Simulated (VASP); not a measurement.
# BaS (R-3m) in VASP: further runs

Aim: see how the results for BaS move with the level of theory and the settings. Levels: PBE, r2SCAN, HSE06. Tasks: single point.

All numbers are computed with VASP 6.6.1; they aren't measurements. Logs are shortened: lines on timing, memory, paths and dates and some standing lists are left out, and cuts for length are marked.

**1. The cell of the first run**

It takes space group R-3m (No. 166, trigonal). The conventional cell has a = 5.422 Å, b = 5.422 Å, c = 6.830 Å, α = 90.00°, β = 90.00°, γ = 120.00°. Within 4.4 Å of Ba (site symmetry -3m) lie 8 S at 3.33 to 3.41 Å and 6 Ba at 3.87 Å. Within 4.4 Å of S (site symmetry -3m) lie 8 Ba at 3.33 to 3.41 Å and 6 S at 3.87 Å.

**2. Single point, PBE (strain along [111] +2.9%)**

Input file INCAR:

```
ALGO = Normal
EDIFF = 1E-6
ENCUT = 520
GGA = PE
ISIF = 2
ISMEAR = -1
LASPH = T
LCHARG = T
LELF = T
LREAL = F
LVHAR = T
LWAVE = F
NBANDS = 15
NELM = 100
PREC = Accurate
SIGMA = 0.02
```

Input file KPOINTS:

```
k-points
0
Gamma
  6 6 6
```

Input file POSCAR:

```
BaS
1.0
    3.8701789652      0.0364207035      0.0364207035
    0.0364207035      3.8701789652      0.0364207035
    0.0364207035      0.0364207035      3.8701789652
Ba S
1 1
Direct
    0.0000000000      0.0000000000      0.0000000000
    0.5000000000      0.5000000000      0.5000000000
```

Potentials or basis: VASP PAW PBE potentials, release 64 (Ba_sv, S).

Launch:

```sh
$ cat potpaw_PBE.64/Ba_sv/POTCAR potpaw_PBE.64/S/POTCAR > POTCAR
$ mpirun -np 1 vasp_std > vasp.out
```

OUTCAR:

```text
EDIFF = 1E-6
   ENCUT = 520
   GGA = PE
   ISIF = 2
   ISMEAR = -1
   LASPH = T
   LREAL = F
   NELM = 100
   PREC = Accurate

 ion  position               nearest neighbor table
   1  0.000  0.000  0.000-   2 3.33   2 3.33   2 3.33   2 3.33   2 3.33   2 3.33   2 3.41   2 3.41

   2  0.500  0.500  0.500-   1 3.33   1 3.33   1 3.33   1 3.33   1 3.33   1 3.33   1 3.41   1 3.41

  LATTYP: Found a trigonal (rhomboedric) cell.
 ALAT       =     3.8705216907
 COS(alpha) =     0.0189064093

  Lattice vectors:

 A1 = (   3.8701789652,   0.0364207035,   0.0364207035)
 A2 = (   0.0364207035,   3.8701789652,   0.0364207035)
 A3 = (   0.0364207035,   0.0364207035,   3.8701789652)

Analysis of symmetry for initial positions (statically):
=====================================================================
 Subroutine PRICEL returns:
 Original cell was already a primitive cell.

 Routine SETGRP: Setting up the symmetry group for a
 trigonal (rhombohedral) supercell.

 Subroutine GETGRP returns: Found 12 space group operations
 (whereof 12 operations were pure point group operations)
 out of a pool of 12 trial point group operations.

The static configuration has the point symmetry D_3d.

Analysis of symmetry for dynamics (positions and initial velocities):
=====================================================================
 Subroutine PRICEL returns:
 Original cell was already a primitive cell.

 Routine SETGRP: Setting up the symmetry group for a
 trigonal (rhombohedral) supercell.

 Subroutine GETGRP returns: Found 12 space group operations
 (whereof 12 operations were pure point group operations)
 out of a pool of 12 trial point group operations.

The dynamic configuration has the point symmetry D_3d.

 Subroutine INISYM returns: Found 12 space group operations
 (whereof 12 operations are pure point group operations),
 and found     1 'primitive' translations

----------------------------------------------------------------------------------------

                                     Primitive cell

  volume of cell :      57.9533

  direct lattice vectors                    reciprocal lattice vectors
     3.870178965  0.036420703  0.036420703     0.258431330 -0.002409321 -0.002409321
     0.036420703  3.870178965  0.036420703    -0.002409321  0.258431330 -0.002409321
     0.036420703  0.036420703  3.870178965    -0.002409321 -0.002409321  0.258431330

  length of vectors
     3.870521691  3.870521691  3.870521691     0.258453791  0.258453791  0.258453791

  position of ions in fractional coordinates (direct lattice)
     0.000000000  0.000000000  0.000000000
     0.500000000  0.500000000  0.500000000

  ion indices of the primitive-cell ions
   primitive index   ion index
                 1           1
                 2           2

----------------------------------------------------------------------------------------

 KPOINTS: k-points

Automatic generation of k-mesh.
 Grid dimensions read from file:
 generate k-points for:    6    6    6

 Generating k-lattice:

  Cartesian coordinates                     Fractional coordinates (reciprocal lattice)
     0.043071888 -0.000401553 -0.000401553     0.166666667  0.000000000  0.000000000
    -0.000401553  0.043071888 -0.000401553     0.000000000  0.166666667  0.000000000
    -0.000401553 -0.000401553  0.043071888     0.000000000  0.000000000  0.166666667

  Length of vectors
     0.043075632  0.043075632  0.043075632

  Shift w.r.t. Gamma in fractional coordinates (k-lattice)
     0.000000000  0.000000000  0.000000000

 Subroutine IBZKPT returns following result:
 ===========================================

 Found     32 irreducible k-points:

 Following reciprocal coordinates:
            Coordinates               Weight
  0.000000  0.000000  0.000000      1.000000
  0.166667 -0.000000 -0.000000      6.000000
  0.333333  0.000000  0.000000      6.000000
  0.500000 -0.000000  0.000000      3.000000
  0.166667  0.166667 -0.000000      6.000000
  0.333333  0.166667  0.000000     12.000000
[... 16 lines left out ...]
  0.500000  0.500000  0.166667      6.000000
 -0.333333  0.500000  0.166667     12.000000
 [... further k-points ...]
   k-points           NKPTS =     32   k-points in BZ     NKDIM =     32   number of bands    NBANDS=     15
   number of dos      NEDOS =    301   number of ions     NIONS =      2
   total plane-waves  NPLWV =  27000
   dimension x,y,z NGX =    30 NGY =   30 NGZ =   30
   dimension x,y,z NGXF=    60 NGYF=   60 NGZF=   60
   ions per type =               1   1
   NGX,Y,Z   is equivalent  to a cutoff of  12.89, 12.89, 12.89 a.u.
   NGXF,Y,Z  is equivalent  to a cutoff of  25.77, 25.77, 25.77 a.u.
 SYSTEM =  unknown system
   PREC   = accura    normal or accurate (medium, high low for compatibility)
   ISTART =      0    job   : 0-new  1-cont  2-samecut
   ICHARG =      2    charge: 1-file 2-atom 10-const
   ISPIN  =      1    spin polarized calculation?
   LNONCOLLINEAR =      F non collinear calculations
   LSORBIT =      F    spin-orbit coupling
   LASPH  =      T    aspherical Exc in radial PAW
   ENCUT  =  520.0 eV  38.22 Ry    6.18 a.u.   7.20  7.20  7.20*2*pi/ulx,y,z
   NELM   =    100;   NELMIN=  2; NELMDL= -5     # of ELM steps
   EDIFF  = 0.1E-05   stopping-criterion for ELM
   LREAL  =      F    real-space projection
   EDIFFG = 0.1E-04   stopping-criterion for IOM
   NSW    =      0    number of steps for IOM
   IBRION =     -1    ionic relax: 0-MD 1-quasi-New 2-CG
   NFREE  =      0    steps in history (QN), initial steepest desc. (CG)
   ISIF   =      2    stress and relaxation
   ISYM   =      2    0-nonsym 1-usesym 2-fastsym
   POTIM  = 0.5000    time-step for ionic-motion
   TEBEG  =    0.0;   TEEND  =   0.0 temperature during run
   PSTRESS=    0.0 pullay stress
   NELECT =      16.0000    total number of electrons
   NUPDOWN=      -1.0000    fix difference up-down
   EMIN   =  10.00;   EMAX   =-10.00  energy-range for DOS
   EFERMI =   0.00;   METHOD = LEGACY
   ISMEAR =    -1;   SIGMA  =   0.02  broadening in eV -4-tet -1-fermi 0-gaus
   EFERMI_NEDOS =   21; number of points for ismear=-14 and -15
   IALGO  =     38    algorithm
   IMIX   =      4    mixing-type and parameters
     AMIX     =   0.40;   BMIX     =  1.00
     AMIX_MAG =   1.60;   BMIX_MAG =  1.00
  volume/ion in A,a.u.               =      28.98       195.54
  Fermi-wavevector in a.u.,A,eV,Ry     =   1.065995  2.014439 15.460929  1.136346
  Thomas-Fermi vector in A             =   2.201565
   LORBIT       =      0    0 simple, 1 ext, 2 COOP (PROOUT), +10 PAW based schemes
   GGA     = PE    functional components
   LHFCALC =     F    Hartree Fock is set to
   AEXX    =    0.0000 exact exchange contribution
   IVDW    =     0    specifies the selected vdW correction
   LEPSILON=     F    determine dielectric tensor
   LRPA    =     F    only Hartree local field effects (RPA)
 non-spin polarized calculation
  energy-cutoff  :      520.00
  volume of cell :       57.95
 maximum number of plane-waves:      1586
 NGX is ok and might be reduce to    30
   NGX = 15   NGY = 15   NGZ = 15

 number of electron      16.0000000 magnetization

 Free energy of the ion-electron system (eV)
  ---------------------------------------------------
  ext. energy  EPLUGINS =         0.00000000
  ---------------------------------------------------
  free energy    TOTEN  =        -9.75150493 eV

  energy without entropy =       -9.75150493  energy(sigma->0) =       -9.75150493

 E-fermi :   3.2981     XC(G=0):  -9.2802

 val. band max:        2.8576037267   @ k =   0.5000   0.5000  -0.0000
 cond. band min:       4.3399866461   @ k =   0.0000   0.0000   0.0000
 fundamental gap:      1.4823829194
 Fermi energy:         3.2981120500

 k-point     1 :       0.0000    0.0000    0.0000
  band No.  band energies     occupation
      1     -24.3468      2.00000
      2      -9.1705      2.00000
      3      -9.1705      2.00000
      4      -9.1599      2.00000
      5      -8.1493      2.00000
      6       2.7334      2.00000
      7       2.7336      2.00000
      8       2.7336      2.00000
      9       4.3400      0.00000
     10       4.3400      0.00000
     11       6.4837      0.00000
     12       9.2228      0.00000
     13       9.2228      0.00000
     14       9.4233      0.00000
     15      13.6818      0.00000

 k-point     2 :       0.1667   -0.0000   -0.0000
  band No.  band energies     occupation
      1     -24.3268      2.00000
      2      -9.6365      2.00000
      3      -9.1426      2.00000
      4      -9.1373      2.00000
      5      -7.7522      2.00000
      6       1.7527      2.00000
      7       2.5670      2.00000
      8       2.6075      2.00000
      9       4.5317      0.00000
     10       5.3271      0.00000
     11       7.4130      0.00000
     12       9.2826      0.00000
     13       9.2841      0.00000
     14       9.4628      0.00000
     15      12.0756      0.00000

 k-point     3 :       0.3333    0.0000    0.0000
  band No.  band energies     occupation
      1     -24.2863      2.00000
      2     -10.2439      2.00000
      3      -9.0858      2.00000
      4      -9.0848      2.00000
      5      -7.2501      2.00000
      6       0.5179      2.00000
      7       2.2411      2.00000
      8       2.3504      2.00000
      9       5.0088      0.00000
     10       7.3877      0.00000
     11       8.9002      0.00000
     12       9.4213      0.00000
     13       9.5762      0.00000
     14       9.8202      0.00000
     15      10.1971      0.00000

 k-point     4 :       0.5000   -0.0000    0.0000
  band No.  band energies     occupation
      1     -24.2658      2.00000
      2     -10.4879      2.00000
      3      -9.0581      2.00000
      4      -9.0568      2.00000
      5      -7.0378      2.00000
      6       0.0182      2.00000
      7       2.0819      2.00000
      8       2.2204      2.00000
      9       5.3309      0.00000
     10       8.7399      0.00000
     11       9.3759      0.00000
     12       9.5680      0.00000
     13       9.8712      0.00000
     14       9.9189      0.00000
     15      10.0419      0.00000
[... 307 lines left out ...]
 k-point    22 :      -0.1667    0.3333    0.1667
  band No.  band energies     occupation
      1     -24.2486      2.00000
      2     -10.0570      2.00000
      3      -9.3626      2.00000
      4      -9.2791      2.00000
      5      -7.3136      2.00000
      6       0.9452      2.00000
      7       1.7037      2.00000
      8       2.2089      2.00000
      9       6.0060      0.00000
     10       7.2952      0.00000
     11       7.7888      0.00000
     12       8.8002      0.00000
     13       8.9919      0.00000
     14       9.9008      0.00000
     15      12.1532      0.00000

 k-point    23 :       0.5000    0.5000    0.1667
  band No.  band energies     occupation
      1     -24.1732      2.00000
      2      -9.8969      2.00000
      3      -9.8667      2.00000
      4      -9.1795      2.00000
      5      -7.6589      2.00000
      6       1.0992      2.00000
      7       1.1396      2.00000
      8       1.8907      2.00000
      9       5.9039      0.00000
     10       7.3550      0.00000
     11       7.6668      0.00000
     12       7.6993      0.00000
     13      11.5214      0.00000
     14      12.7646      0.00000
     15      13.0318      0.00000

 k-point    24 :      -0.3333    0.5000    0.1667
  band No.  band energies     occupation
      1     -24.1918      2.00000
      2     -10.0173      2.00000
      3      -9.6903      2.00000
      4      -9.2114      2.00000
      5      -7.5304      2.00000
      6       0.9983      2.00000
      7       1.1693      2.00000
      8       2.1800      2.00000
      9       6.1431      0.00000
     10       7.0021      0.00000
     11       7.5765      0.00000
     12       8.5246      0.00000
     13       9.9451      0.00000
     14      12.3545      0.00000
     15      12.4184      0.00000

 [... further k-points ...]
[... 5 lines left out ...]
  --------------------------------------------------------------------------------------
  -------------------------------------------------------------------------------------
  Total       -0.0354899     -0.0354899     -0.0354899     -0.0433025     -0.0433025     -0.0433025
  in kB       -0.9811529     -0.9811529     -0.9811529     -1.1971402     -1.1971402     -1.1971402
  external PRESSURE =      -0.9811529 kB  Pullay stress =       0.0000000 kB

 VOLUME and BASIS-vectors are now :
 -----------------------------------------------------------------------------
  energy-cutoff  :      520.00
  volume of cell :       57.95
      direct lattice vectors                 reciprocal lattice vectors
     3.870178965  0.036420703  0.036420703     0.258431330 -0.002409321 -0.002409321
     0.036420703  3.870178965  0.036420703    -0.002409321  0.258431330 -0.002409321
     0.036420703  0.036420703  3.870178965    -0.002409321 -0.002409321  0.258431330

 POSITION                                       TOTAL-FORCE (eV/Angst)
 -----------------------------------------------------------------------------------
      0.00000      0.00000      0.00000        -0.000000     -0.000000      0.000000
      1.97151      1.97151      1.97151         0.000000      0.000000      0.000000
 -----------------------------------------------------------------------------------
    total drift:                                0.000000     -0.000000     -0.000000

  FREE ENERGIE OF THE ION-ELECTRON SYSTEM (eV)
  ---------------------------------------------------
  free  energy   TOTEN  =        -9.7515049334 eV

  energy  without entropy=       -9.7515049334  energy(sigma->0) =       -9.75150493
```

It took 25 s on 1 thread of Oxide Virtual Turin-like, shared host; peak memory 0.15 GiB.

What came out:

```
Free energy            : -9.7515 eV
Pressure               : -0.1 GPa
Band gap on the k mesh : 1.48 eV, indirect (least direct gap 1.61 eV)
```

Caveat: the cell differs from its parent crystal (strain along [111] +2.9%); spin-orbit coupling is left out, which moves the levels of the heavy elements.

(Continued in part 2 of 2.)
